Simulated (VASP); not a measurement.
# PrBe3Si (Immm) in VASP: single point with PBE

Aim: the single point of PrBe3Si with PBE.

Program: VASP 6.6.1. These are calculated values, not measurements. Logs are shortened: lines on timing, memory, paths and dates and some standing lists are left out, and cuts for length are marked.

## (1) The cell of the first run

Symmetry: Immm, No. 71, orthorhombic system. Conventional cell: a = 5.323 Å, b = 5.578 Å, c = 6.219 Å, α = 90.00°, β = 90.00°, γ = 90.00°. Within 3.7 Å of Pr (site symmetry mmm) lie 2 Si at 2.79 Å and 10 Be at 2.85 to 3.49 Å. Within 2.7 Å of Be (site symmetry mm2) lie 1 Be at 2.03 Å and 1 Si at 2.09 Å. Be (site symmetry mmm) has 2 Si at 2.66 Å and 8 Be at 2.97 to 3.39 Å and 2 Pr at 3.11 Å within 3.5 Å. Within 2.8 Å of Si (site symmetry mmm) lie 4 Be at 2.09 to 2.66 Å and 2 Pr at 2.79 Å.

## (2) Single point, PBE

Input file INCAR:

```
SYSTEM = PrBe3Si
  PREC = Accurate
  ENCUT = 600
  EDIFF = 1E-6
  ISMEAR = 0
  SIGMA = 0.2
  LREAL = .FALSE.
  LASPH = .TRUE.
  NELM = 200
  ALGO = Normal
  ISIF = 2
  LWAVE = .FALSE.
  LCHARG = .FALSE.
  GGA = PE
  NBANDS = 20
  GGA_COMPAT = .FALSE.
  LMAXMIX = 6
```

Input file KPOINTS:

```
regular mesh
0
G
  4 4 4
  0 0 0
```

Input file POSCAR:

```
PrBe3Si
1.0
   -2.6612624794      2.7891670738      3.1092887885
    2.6612624794     -2.7891670738      3.1092887885
    2.6612624794      2.7891670738     -3.1092887885
Pr Be Si
1 3 1
Direct
    0.5000000000      0.5000000000      0.0000000000
    0.3364619800      0.8364619800      0.5000000000
    0.6635380200      0.1635380200      0.5000000000
    0.0000000000      0.0000000000      0.0000000000
    0.0000000000      0.5000000000      0.5000000000
```

Potentials or basis: VASP PAW PBE potentials, release 64 (Pr, Be, Si).

Started as:

```bash
$ cat potpaw_PBE.64/Pr/POTCAR potpaw_PBE.64/Be/POTCAR potpaw_PBE.64/Si/POTCAR > POTCAR
$ mpirun -np 1 vasp_std > vasp.out
```

OUTCAR:

```text
SYSTEM = PrBe3Si
   PREC = Accurate
   ENCUT = 600
   EDIFF = 1E-6
   ISMEAR = 0
   LREAL = .FALSE.
   LASPH = .TRUE.
   NELM = 200
   ISIF = 2
   GGA = PE

 ion  position               nearest neighbor table
   1  0.500  0.500  0.000-   5 2.79   5 2.79   2 2.85   3 2.85   2 2.85   3 2.85
   2  0.336  0.836  0.500-   3 2.03   5 2.09   1 2.85   1 2.85
   3  0.664  0.164  0.500-   2 2.03   5 2.09   1 2.85   1 2.85
   4  0.000  0.000  0.000-   5 2.66   5 2.66
   5  0.000  0.500  0.500-   2 2.09   3 2.09   4 2.66   4 2.66   1 2.79   1 2.79

  LATTYP: Found a body centered orthorhombic cell.
 ALAT       =     5.3225249588
 B/A-ratio  =     1.0480616232
 C/A-ratio  =     1.1683510411

  Lattice vectors:

 A1 = (  -2.6612624794,   2.7891670738,   3.1092887885)
 A2 = (   2.6612624794,  -2.7891670738,   3.1092887885)
 A3 = (   2.6612624794,   2.7891670738,  -3.1092887885)

Analysis of symmetry for initial positions (statically):
=====================================================================
 Subroutine PRICEL returns:
 Original cell was already a primitive cell.

 Routine SETGRP: Setting up the symmetry group for a
 body centered orthorhombic supercell.

 Subroutine GETGRP returns: Found  8 space group operations
 (whereof  8 operations were pure point group operations)
 out of a pool of  8 trial point group operations.

The static configuration has the point symmetry D_2h.

Analysis of symmetry for dynamics (positions and initial velocities):
=====================================================================
 Subroutine PRICEL returns:
 Original cell was already a primitive cell.

 Routine SETGRP: Setting up the symmetry group for a
 body centered orthorhombic supercell.

 Subroutine GETGRP returns: Found  8 space group operations
 (whereof  8 operations were pure point group operations)
 out of a pool of  8 trial point group operations.

The dynamic configuration has the point symmetry D_2h.

 Subroutine INISYM returns: Found  8 space group operations
 (whereof  8 operations are pure point group operations),
 and found     1 'primitive' translations

----------------------------------------------------------------------------------------

                                     Primitive cell

  volume of cell :      92.3173

  direct lattice vectors                    reciprocal lattice vectors
    -2.661262479  2.789167074  3.109288788     0.000000000  0.179264987  0.160808479
     2.661262479 -2.789167074  3.109288788     0.187880754  0.000000000  0.160808479
     2.661262479  2.789167074 -3.109288788     0.187880754  0.179264987  0.000000000

  length of vectors
     4.952721244  4.952721244  4.952721244     0.240822139  0.247302536  0.259682716

  position of ions in fractional coordinates (direct lattice)
     0.500000000  0.500000000  0.000000000
     0.336461980  0.836461980  0.500000000
     0.663538020  0.163538020  0.500000000
     0.000000000  0.000000000  0.000000000
     0.000000000  0.500000000  0.500000000

  ion indices of the primitive-cell ions
   primitive index   ion index
                 1           1
                 2           2
                 3           3
                 4           4
                 5           5

----------------------------------------------------------------------------------------

 KPOINTS: regular mesh

Automatic generation of k-mesh.
 Grid dimensions read from file:
 generate k-points for:    4    4    4

 Generating k-lattice:

  Cartesian coordinates                     Fractional coordinates (reciprocal lattice)
     0.000000000  0.044816247  0.040202120     0.250000000 -0.000000000  0.000000000
     0.046970188  0.000000000  0.040202120    -0.000000000  0.250000000  0.000000000
     0.046970188  0.044816247  0.000000000     0.000000000  0.000000000  0.250000000

  Length of vectors
     0.060205535  0.061825634  0.064920679

  Shift w.r.t. Gamma in fractional coordinates (k-lattice)
     0.000000000  0.000000000  0.000000000

 Subroutine IBZKPT returns following result:
 ===========================================

 Found     18 irreducible k-points:

 Following reciprocal coordinates:
            Coordinates               Weight
  0.000000  0.000000  0.000000      1.000000
  0.250000  0.000000  0.000000      4.000000
  0.500000  0.000000  0.000000      2.000000
  0.000000  0.250000  0.000000      4.000000
  0.250000  0.250000  0.000000      8.000000
  0.500000  0.250000 -0.000000      8.000000
[... 10 lines left out ...]
 -0.250000 -0.250000  0.250000      2.000000
  0.500000  0.500000  0.500000      1.000000
   k-points           NKPTS =     18   k-points in BZ     NKDIM =     18   number of bands    NBANDS=     20
   number of dos      NEDOS =    301   number of ions     NIONS =      5
   total plane-waves  NPLWV =  64000
   dimension x,y,z NGX =    40 NGY =   40 NGZ =   40
   dimension x,y,z NGXF=    80 NGYF=   80 NGZF=   80
   ions per type =               1   3   1
   NGX,Y,Z   is equivalent  to a cutoff of  13.43, 13.43, 13.43 a.u.
   NGXF,Y,Z  is equivalent  to a cutoff of  26.85, 26.85, 26.85 a.u.
 SYSTEM =  PrBe3Si
   PREC   = accura    normal or accurate (medium, high low for compatibility)
   ISTART =      0    job   : 0-new  1-cont  2-samecut
   ICHARG =      2    charge: 1-file 2-atom 10-const
   ISPIN  =      1    spin polarized calculation?
   LNONCOLLINEAR =      F non collinear calculations
   LSORBIT =      F    spin-orbit coupling
   LASPH  =      T    aspherical Exc in radial PAW
   ENCUT  =  600.0 eV  44.10 Ry    6.64 a.u.   9.89  9.89  9.89*2*pi/ulx,y,z
   NELM   =    200;   NELMIN=  2; NELMDL= -5     # of ELM steps
   EDIFF  = 0.1E-05   stopping-criterion for ELM
   LREAL  =      F    real-space projection
   EDIFFG = 0.1E-04   stopping-criterion for IOM
   NSW    =      0    number of steps for IOM
   IBRION =     -1    ionic relax: 0-MD 1-quasi-New 2-CG
   NFREE  =      0    steps in history (QN), initial steepest desc. (CG)
   ISIF   =      2    stress and relaxation
   ISYM   =      2    0-nonsym 1-usesym 2-fastsym
   POTIM  = 0.5000    time-step for ionic-motion
   TEBEG  =    0.0;   TEEND  =   0.0 temperature during run
   PSTRESS=    0.0 pullay stress
   NELECT =      23.0000    total number of electrons
   NUPDOWN=      -1.0000    fix difference up-down
   EMIN   =  10.00;   EMAX   =-10.00  energy-range for DOS
   EFERMI =   0.00;   METHOD = LEGACY
   ISMEAR =     0;   SIGMA  =   0.20  broadening in eV -4-tet -1-fermi 0-gaus
   EFERMI_NEDOS =   21; number of points for ismear=-14 and -15
   IALGO  =     38    algorithm
   IMIX   =      4    mixing-type and parameters
     AMIX     =   0.40;   BMIX     =  1.00
     AMIX_MAG =   1.60;   BMIX_MAG =  1.00
  volume/ion in A,a.u.               =      18.46       124.60
  Fermi-wavevector in a.u.,A,eV,Ry     =   1.030124  1.946653 14.437908  1.061156
  Thomas-Fermi vector in A             =   2.164207
   LORBIT       =      0    0 simple, 1 ext, 2 COOP (PROOUT), +10 PAW based schemes
   GGA     = PE    functional components
   LHFCALC =     F    Hartree Fock is set to
   AEXX    =    0.0000 exact exchange contribution
   IVDW    =     0    specifies the selected vdW correction
   LEPSILON=     F    determine dielectric tensor
   LRPA    =     F    only Hartree local field effects (RPA)
 non-spin polarized calculation
 Gauss-broadening in eV      SIGMA  =   0.20
  energy-cutoff  :      600.00
  volume of cell :       92.32
 maximum number of plane-waves:      3122
   NGX = 19   NGY = 19   NGZ = 19

 number of electron      23.0000000 magnetization

 Free energy of the ion-electron system (eV)
  ---------------------------------------------------
  ext. energy  EPLUGINS =         0.00000000
  ---------------------------------------------------
  free energy    TOTEN  =       -18.58417203 eV

  energy without entropy =      -18.28455213  energy(sigma->0) =      -18.43436208

 E-fermi :   4.7735     XC(G=0):  -9.5035

 val. band max:        4.7711480844   @ k =   0.5000   0.0000   0.0000
 cond. band min:       4.7745476140   @ k =  -0.2500   0.5000   0.2500
 fundamental gap:      0.0033995296
 Fermi energy:         4.7735027553

 k-point     1 :       0.0000    0.0000    0.0000
  band No.  band energies     occupation
      1     -30.9049      2.00000
      2     -13.0565      2.00000
      3     -13.0161      2.00000
      4     -12.9819      2.00000
      5      -4.0540      2.00000
      6       0.8370      2.00000
[... 12 lines left out ...]
     19       5.4944      0.00000
     20       5.6575      0.00000

 k-point     2 :       0.2500    0.0000    0.0000
  band No.  band energies     occupation
      1     -30.9036      2.00000
      2     -13.1015      2.00000
      3     -13.0262      2.00000
      4     -12.9937      2.00000
      5      -3.5554      2.00000
      6       0.1711      2.00000
[... 12 lines left out ...]
     19       5.6175      0.00000
     20       6.2663      0.00000

 k-point     3 :       0.5000    0.0000    0.0000
  band No.  band energies     occupation
      1     -30.9022      2.00000
      2     -13.1505      2.00000
      3     -13.0363      2.00000
      4     -12.9999      2.00000
      5      -2.8425      2.00000
      6      -0.5819      2.00000
[... 12 lines left out ...]
     19       5.9866      0.00000
     20       6.6449      0.00000

 k-point     4 :       0.0000    0.2500    0.0000
  band No.  band energies     occupation
      1     -30.9038      2.00000
      2     -13.0675      2.00000
      3     -13.0475      2.00000
      4     -12.9921      2.00000
      5      -3.7503      2.00000
      6       0.1228      2.00000
[... 12 lines left out ...]
     19       6.0616      0.00000
     20       6.5268      0.00000

 k-point     5 :       0.2500    0.2500    0.0000
  band No.  band energies     occupation
      1     -30.9024      2.00000
      2     -13.1127      2.00000
      3     -13.0566      2.00000
      4     -13.0036      2.00000
      5      -3.1935      2.00000
      6      -0.1513      2.00000
[... 12 lines left out ...]
     19       5.9268      0.00000
     20       6.2340      0.00000

 k-point     6 :       0.5000    0.2500   -0.0000
  band No.  band energies     occupation
      1     -30.9021      2.00000
      2     -13.1418      2.00000
      3     -13.0450      2.00000
      4     -13.0099      2.00000
      5      -2.8446      2.00000
      6       0.0556      2.00000
[... 12 lines left out ...]
     19       6.1613      0.00000
     20       6.4944      0.00000

 k-point     7 :      -0.2500    0.2500    0.0000
  band No.  band energies     occupation
      1     -30.9035      2.00000
      2     -13.1013      2.00000
      3     -13.0324      2.00000
      4     -12.9977      2.00000
      5      -3.5029      2.00000
      6       0.5727      2.00000
[... 12 lines left out ...]
     19       5.6930      0.00000
     20       6.0417      0.00000
[... 139 lines left out ...]
 k-point    14 :      -0.2500    0.5000    0.2500
  band No.  band energies     occupation
      1     -30.9016      2.00000
      2     -13.0924      2.00000
      3     -13.0713      2.00000
      4     -13.0240      2.00000
      5      -3.3159      2.00000
      6      -0.0322      2.00000
[... 12 lines left out ...]
     19       5.9308      0.00000
     20       6.6460      0.00000

 k-point    15 :       0.2500   -0.2500    0.2500
  band No.  band energies     occupation
      1     -30.9022      2.00000
      2     -13.1354      2.00000
      3     -13.0368      2.00000
      4     -13.0136      2.00000
      5      -3.0248      2.00000
      6       0.6233      2.00000
[... 12 lines left out ...]
     19       6.3993      0.00000
     20       7.4245      0.00000

 k-point    16 :       0.5000   -0.2500    0.2500
  band No.  band energies     occupation
      1     -30.9014      2.00000
      2     -13.1264      2.00000
      3     -13.0487      2.00000
      4     -13.0269      2.00000
      5      -3.0457      2.00000
      6      -0.1865      2.00000
[... 12 lines left out ...]
     19       5.9860      0.00000
     20       6.9227      0.00000

 k-point    17 :      -0.2500   -0.2500    0.2500
  band No.  band energies     occupation
      1     -30.9028      2.00000
      2     -13.0812      2.00000
      3     -13.0382      2.00000
      4     -13.0186      2.00000
      5      -3.5740      2.00000
      6      -0.1855      2.00000
[... 12 lines left out ...]
     19       6.1693      0.00000
     20       6.4446      0.00000

 k-point    18 :       0.5000    0.5000    0.5000
  band No.  band energies     occupation
      1     -30.9006      2.00000
      2     -13.1064      2.00000
      3     -13.0610      2.00000
      4     -13.0490      2.00000
      5      -3.2339      2.00000
      6       0.3079      2.00000
[... 12 lines left out ...]
     19       6.7439      0.00000
     20       7.0099      0.00000

------------------------ aborting loop because EDIFF is reached ----------------------------------------

  FORCE on cell =-STRESS in cart. coord.  units (eV):
  Direction    XX          YY          ZZ          XY          YZ          ZX
  --------------------------------------------------------------------------------------
  -------------------------------------------------------------------------------------
  Total       -2.9033705     -2.8881511     -0.0449876      0.0000000      0.0000000      0.0000000
  in kB      -50.3883056    -50.1241704     -0.7807641      0.0000000      0.0000000      0.0000000
  external PRESSURE =     -33.7644134 kB  Pullay stress =       0.0000000 kB

 VOLUME and BASIS-vectors are now :
 -----------------------------------------------------------------------------
  energy-cutoff  :      600.00
  volume of cell :       92.32
      direct lattice vectors                 reciprocal lattice vectors
    -2.661262479  2.789167074  3.109288788     0.000000000  0.179264987  0.160808479
     2.661262479 -2.789167074  3.109288788     0.187880754  0.000000000  0.160808479
     2.661262479  2.789167074 -3.109288788     0.187880754  0.179264987  0.000000000

 POSITION                                       TOTAL-FORCE (eV/Angst)
 -----------------------------------------------------------------------------------
      0.00000      0.00000      3.10929        -0.000000     -0.000000     -0.000000
      2.66126      0.00000      2.09231        -0.000000      0.000000     -0.003800
      0.00000      2.78917      1.01697         0.000000     -0.000000      0.003800
      0.00000      0.00000      0.00000        -0.000000     -0.000000     -0.000000
      2.66126      0.00000      0.00000        -0.000000     -0.000000      0.000000
 -----------------------------------------------------------------------------------
    total drift:                               -0.000000     -0.000000      0.000000

  FREE ENERGIE OF THE ION-ELECTRON SYSTEM (eV)
  ---------------------------------------------------
  free  energy   TOTEN  =       -18.5841720348 eV

  energy  without entropy=      -18.2845521263  energy(sigma->0) =      -18.43436208
```

It took 2.3 min on 1 thread of Intel Xeon 8259CL, shared host; peak memory 0.27 GiB.

Results:

```yaml
Free_energy: -18.5842 eV
Pressure: -3.4 GPa
Largest_force: 0.004 eV/Å
```

Forces on the atoms (eV/Å):
```
Pr   0.000  0.000  0.000
Be   0.000  0.000 -0.004
Be   0.000  0.000  0.004
Be   0.000  0.000  0.000
Si   0.000  0.000  0.000
```

Caveat: the k points lie up to 0.41 Å⁻¹ apart; spin-orbit coupling is left out, which moves the levels of the heavy elements; without U or exact exchange the open f shell lies at the Fermi level, which spoils levels, moments and volumes.
